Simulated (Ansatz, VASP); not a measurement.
BeGa3: VASP beside Ansatz

File INCAR:

```
PREC = Accurate
ENCUT = 520
EDIFF = 1E-7
ISMEAR = -5
SIGMA = 0.1
LREAL = False
LASPH = True
NELM = 60
ALGO = Normal
ISIF = 2
LWAVE = False
LCHARG = False
GGA = PE
NBANDS = 28
```

The input KPOINTS:

```
regular mesh
0
Gamma
  6 6 6
```

File POSCAR:

```
BeGa3
1.0
   -2.0436200000      2.0436200000      3.7906850000
    2.0436200000     -2.0436200000      3.7906850000
    2.0436200000      2.0436200000     -3.7906850000
Be Ga
1 3
Direct
    0.0000000000      0.0000000000      0.0000000000
    0.7500000000      0.2500000000      0.5000000000
    0.2500000000      0.7500000000      0.5000000000
    0.5000000000      0.5000000000      0.0000000000
```

Input for Ansatz:

```yaml
crystal:
  lattice:
    - [-2.04362, 2.04362, 3.790685]
    - [2.04362, -2.04362, 3.790685]
    - [2.04362, 2.04362, -3.790685]
  atoms:
    - { symbol: Be, position: [0.0, 0.0, 0.0] }
    - { symbol: Ga, position: [0.75, 0.25, 0.5] }
    - { symbol: Ga, position: [0.25, 0.75, 0.5] }
    - { symbol: Ga, position: [0.5, 0.5, 0.0] }
basis:
  ecutwfc: 420
kpoints:
  mp_grid: { grid: [6, 6, 6] }
hamiltonian:
  xc: pbe
scf:
  occupations: { method: tetrahedron }
  max_iter: 60
output:
  forces: true
  stress: true
  eigenvalues: true
```

Alike in both runs: task single point; functional PBE; k mesh 6 × 6 × 6; occupations tetrahedron; no spin polarisation.

|  | VASP | Ansatz |
| --- | --- | --- |
| version | VASP 6.6.1 | Ansatz 0.2.0 |
| potentials or method | VASP PAW PBE potentials, release 64 (Be, Ga_d), cutoff 520 eV | scalar-relativistic, plane waves, PAW |
| valence electrons in the cell | 41 | 41 |

```csv
,VASP,Ansatz,Ansatz less VASP
gap on the k mesh at the Fermi level (eV),none,none,-
pressure (GPa),0.4,0.3,-0.12
"traceless stress, the component that is largest in VASP (GPa)",-0.23,-0.28,-0.051
```

A gap of «none» marks a metal or a gap that the smearing closes. Ansatz's warnings: band table not solved further, tetrahedron derivatives may miss energy slope.

The k mesh is coarse, so the values compare programs but aren't converged.
